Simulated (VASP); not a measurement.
# Pr4ScC (F-43m) in VASP: single point with PBE

Aim: the single point of Pr4ScC with PBE.

All numbers are computed with VASP 6.6.1; they aren't measurements. Logs are shortened: lines on timing, memory, paths and dates and some standing lists are left out, and cuts for length are marked.

**1. The cell of the first run**

The structure is cubic, space group F-43m (No. 216). The conventional cell has a = 8.457 Å, b = 8.457 Å, c = 8.457 Å, α = 90.00°, β = 90.00°, γ = 90.00°. Within 3.9 Å of Pr (site symmetry 3m) lie 6 Pr at 2.99 Å and 3 Sc at 3.51 Å and 3 C at 3.51 Å. Within 4.6 Å of Sc (site symmetry -43m) lie 12 Pr at 3.51 Å and 4 C at 3.66 Å. Within 4.6 Å of C (site symmetry -43m) lie 12 Pr at 3.51 Å and 4 Sc at 3.66 Å.

**2. Single point, PBE**

INCAR

```
PREC = Accurate
ENCUT = 520
EDIFF = 1E-7
ISMEAR = 0
SIGMA = 0.1
LREAL = F
LASPH = T
NELM = 60
ALGO = Normal
ISIF = 2
LWAVE = F
LCHARG = F
GGA = PE
NBANDS = 42
```

KPOINTS

```
Automatic mesh
0
Gamma
  4 4 4
```

POSCAR

```
Pr4ScC
1.0
    0.0000000000      4.2285227100      4.2285227100
    4.2285227100      0.0000000000      4.2285227100
    4.2285227100      4.2285227100      0.0000000000
Pr Sc C
4 1 1
Direct
    0.8748729900      0.3753810200      0.8748729900
    0.3753810200      0.8748729900      0.8748729900
    0.8748729900      0.8748729900      0.8748729900
    0.8748729900      0.8748729900      0.3753810200
    0.5000000000      0.5000000000      0.5000000000
    0.2500000000      0.2500000000      0.2500000000
```

Potentials or basis: VASP PAW PBE potentials, release 64 (Pr, Sc_sv, C).

On the command line:

```
$ cat potpaw_PBE.64/Pr/POTCAR potpaw_PBE.64/Sc_sv/POTCAR potpaw_PBE.64/C/POTCAR > POTCAR
$ mpirun -np 1 vasp_std > vasp.out
```

OUTCAR:

```text
PREC = Accurate
   ENCUT = 520
   EDIFF = 1E-7
   ISMEAR = 0
   LREAL = F
   LASPH = T
   NELM = 60
   ISIF = 2
   GGA = PE

 ion  position               nearest neighbor table
   1  0.875  0.375  0.875-   2 2.99   3 2.99   4 2.99   2 2.99   4 2.99   3 2.99
   2  0.375  0.875  0.875-   1 2.99   3 2.99   4 2.99   1 2.99   4 2.99   3 2.99
   3  0.875  0.875  0.875-   1 2.99   2 2.99   4 2.99   2 2.99   1 2.99   4 2.99
   4  0.875  0.875  0.375-   1 2.99   2 2.99   3 2.99   1 2.99   2 2.99   3 2.99
   5  0.500  0.500  0.500-
   6  0.250  0.250  0.250-

  LATTYP: Found a face centered cubic cell.
 ALAT       =     8.4570454200

  Lattice vectors:

 A1 = (   0.0000000000,   4.2285227100,   4.2285227100)
 A2 = (   4.2285227100,   0.0000000000,   4.2285227100)
 A3 = (   4.2285227100,   4.2285227100,   0.0000000000)

Analysis of symmetry for initial positions (statically):
=====================================================================
 Subroutine PRICEL returns:
 Original cell was already a primitive cell.

 Routine SETGRP: Setting up the symmetry group for a
 face centered cubic supercell.

 Subroutine GETGRP returns: Found 24 space group operations
 (whereof 24 operations were pure point group operations)
 out of a pool of 48 trial point group operations.

The static configuration has the point symmetry T_d .

Analysis of symmetry for dynamics (positions and initial velocities):
=====================================================================
 Subroutine PRICEL returns:
 Original cell was already a primitive cell.

 Routine SETGRP: Setting up the symmetry group for a
 face centered cubic supercell.

 Subroutine GETGRP returns: Found 24 space group operations
 (whereof 24 operations were pure point group operations)
 out of a pool of 48 trial point group operations.

The dynamic configuration has the point symmetry T_d .

 Subroutine INISYM returns: Found 24 space group operations
 (whereof 24 operations are pure point group operations),
 and found     1 'primitive' translations

----------------------------------------------------------------------------------------

                                     Primitive cell

  volume of cell :     151.2154

  direct lattice vectors                    reciprocal lattice vectors
     0.000000000  4.228522710  4.228522710    -0.118244606  0.118244606  0.118244606
     4.228522710  0.000000000  4.228522710     0.118244606 -0.118244606  0.118244606
[... 78 lines left out ...]
   EDIFFG = 0.1E-05   stopping-criterion for IOM
   NSW    =      0    number of steps for IOM
   IBRION =     -1    ionic relax: 0-MD 1-quasi-New 2-CG
   NFREE  =      0    steps in history (QN), initial steepest desc. (CG)
   ISIF   =      2    stress and relaxation
   ISYM   =      2    0-nonsym 1-usesym 2-fastsym
   POTIM  = 0.5000    time-step for ionic-motion
   TEBEG  =    0.0;   TEEND  =   0.0 temperature during run
   PSTRESS=    0.0 pullay stress
   NELECT =      67.0000    total number of electrons
   NUPDOWN=      -1.0000    fix difference up-down
   EMIN   =  10.00;   EMAX   =-10.00  energy-range for DOS
   EFERMI =   0.00;   METHOD = LEGACY
   ISMEAR =     0;   SIGMA  =   0.10  broadening in eV -4-tet -1-fermi 0-gaus
   EFERMI_NEDOS =   21; number of points for ismear=-14 and -15
   IALGO  =     38    algorithm
   IMIX   =      4    mixing-type and parameters
     AMIX     =   0.40;   BMIX     =  1.00
     AMIX_MAG =   1.60;   BMIX_MAG =  1.00
  volume/ion in A,a.u.               =      25.20       170.08
  Fermi-wavevector in a.u.,A,eV,Ry     =   1.248057  2.358486 21.193065  1.557646
  Thomas-Fermi vector in A             =   2.382161
   LORBIT       =      0    0 simple, 1 ext, 2 COOP (PROOUT), +10 PAW based schemes
   GGA     = PE    functional components
   LHFCALC =     F    Hartree Fock is set to
   AEXX    =    0.0000 exact exchange contribution
   IVDW    =     0    specifies the selected vdW correction
   LEPSILON=     F    determine dielectric tensor
   LRPA    =     F    only Hartree local field effects (RPA)
 non-spin polarized calculation
 Gauss-broadening in eV      SIGMA  =   0.10
  energy-cutoff  :      520.00
  volume of cell :      151.22
 maximum number of plane-waves:      4128
 NGX is ok and might be reduce to    48
   NGX = 23   NGY = 23   NGZ = 23

 number of electron      67.0000001 magnetization

 Free energy of the ion-electron system (eV)
  ---------------------------------------------------
  ext. energy  EPLUGINS =         0.00000000
  ---------------------------------------------------
  free energy    TOTEN  =       -30.18938763 eV

  energy without entropy =      -30.08825139  energy(sigma->0) =      -30.13881951

 E-fermi :   6.2203     XC(G=0): -10.5045

 val. band max:        6.1942432800   @ k =  -0.2500   0.5000   0.2500
 cond. band min:       6.2340335864   @ k =  -0.2500   0.2500   0.0000
 fundamental gap:      0.0397903064
 Fermi energy:         6.2202811811

 k-point     1 :       0.0000    0.0000    0.0000
  band No.  band energies     occupation
      1     -43.5840      2.00000
      2     -29.8929      2.00000
      3     -29.0008      2.00000
      4     -29.0008      2.00000
      5     -29.0008      2.00000
      6     -22.2138      2.00000
[... 349 lines left out ...]
     41       6.5853      0.00000
     42       6.6058      0.00000

------------------------ aborting loop because EDIFF is reached ----------------------------------------

  FORCE on cell =-STRESS in cart. coord.  units (eV):
  Direction    XX          YY          ZZ          XY          YZ          ZX
  --------------------------------------------------------------------------------------
  -------------------------------------------------------------------------------------
  Total       -6.6528332     -6.6528332     -6.6528332     -0.0000000      0.0000000      0.0000000
  in kB      -70.4889791    -70.4889791    -70.4889791     -0.0000000      0.0000000      0.0000000
  external PRESSURE =     -70.4889791 kB  Pullay stress =       0.0000000 kB

 VOLUME and BASIS-vectors are now :
 -----------------------------------------------------------------------------
  energy-cutoff  :      520.00
  volume of cell :      151.22
      direct lattice vectors                 reciprocal lattice vectors
     0.000000000  4.228522710  4.228522710    -0.118244606  0.118244606  0.118244606
     4.228522710  0.000000000  4.228522710     0.118244606 -0.118244606  0.118244606
     4.228522710  4.228522710  0.000000000     0.118244606  0.118244606 -0.118244606

 POSITION                                       TOTAL-FORCE (eV/Angst)
 -----------------------------------------------------------------------------------
      5.28673      7.39884      5.28673        -0.345455      0.345455     -0.345455
      7.39884      5.28673      5.28673         0.345455     -0.345455     -0.345455
      7.39884      7.39884      7.39884         0.345455      0.345455      0.345455
      5.28673      5.28673      7.39884        -0.345455     -0.345455      0.345455
      4.22852      4.22852      4.22852         0.000000      0.000000     -0.000000
      2.11426      2.11426      2.11426         0.000000      0.000000     -0.000000
 -----------------------------------------------------------------------------------
    total drift:                                0.000126      0.000126      0.000126

  FREE ENERGIE OF THE ION-ELECTRON SYSTEM (eV)
  ---------------------------------------------------
  free  energy   TOTEN  =       -30.1893876297 eV

  energy  without entropy=      -30.0882513873  energy(sigma->0) =      -30.13881951
```

stdout:

```text
POSCAR found type information on POSCAR PrScC
 POSCAR found :  3 types and       6 ions
 scaLAPACK will be used
 LDA part: xc-table for (Slater+PW92), standard interpolation
 POSCAR, INCAR and KPOINTS ok, starting setup
 FFT: planning ... GRIDC
 FFT: planning ... GRID_SOFT
 FFT: planning ... GRID
 WAVECAR not read
 entering main loop
```

Wall time 6.1 min (1 thread of AMD EPYC 7R13 (Zen 3), shared host); peak memory 0.33 GiB.

Results:

* Free energy: -30.1894 eV
* Pressure: -7.0 GPa
* Largest force: 0.598 eV/Å

Forces on the atoms (eV/Å):
```
Pr  -0.345  0.345 -0.345
Pr   0.345 -0.345 -0.345
Pr   0.345  0.345  0.345
Pr  -0.345 -0.345  0.345
Sc   0.000  0.000  0.000
C    0.000  0.000  0.000
```

Levels at points of the mesh, in eV from the Fermi level:
```tsv
k point	band 30	band 31	band 32	band 33	band 34	band 35	band 36	band 37	band 38	band 39
(0.00, 0.00, 0.00)	-0.29	-0.10	-0.10	-0.10	-0.04	-0.04	0.25	0.25	0.25	0.26
(0.50, 0.00, 0.00)	-0.16	-0.15	-0.15	-0.07	-0.07	0.02	0.23	0.23	0.29	0.31
(0.50, 0.50, 0.00)	-0.35	-0.18	-0.14	-0.14	-0.08	0.21	0.21	0.21	0.25	0.32
```

Caveat: spin-orbit coupling is left out, which moves the levels of the heavy elements; without U or exact exchange the open f shell lies at the Fermi level, which spoils levels, moments and volumes. Spin polarisation is off, so any magnetic state and its effect on volume and gap are missing.
